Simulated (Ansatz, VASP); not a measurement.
## Lu in VASP and in Ansatz

```
Lu
1.0
     0.00000    2.89413    2.89413
     2.89413    0.00000    2.89413
     2.89413    2.89413    0.00000
Lu
2
Direct
  0.87500 0.87500 0.87500
  0.12500 0.12500 0.12500
```

Change from the starting cell: volume scaled by 0.6, LAPW.

Alike in both runs: task single point; functional LDA; k mesh 12 × 12 × 12; occupations fermi-dirac, width 0.05 eV; no spin polarisation.

|  | VASP | Ansatz |
| --- | --- | --- |
| version | VASP 6.6.1 | Ansatz 0.2.0 |
| potentials or method | VASP PAW PBE potentials, release 64 (Lu), cutoff 520 eV | all-electron LAPW, scalar-relativistic |

Ansatz gave:

```
pressure (GPa) : 13.7
```

**Question.** What did VASP give for the same quantities?

**Answer.** Pressure (GPa): 14.6.

VASP's potentials were made for PBE, not for LDA. LDA's correlation is that of Perdew and Zunger in VASP and of Perdew and Wang (1992) in Ansatz. Ansatz ran all-electron here, and VASP with PAW potentials.

Neither program's run includes spin-orbit coupling.
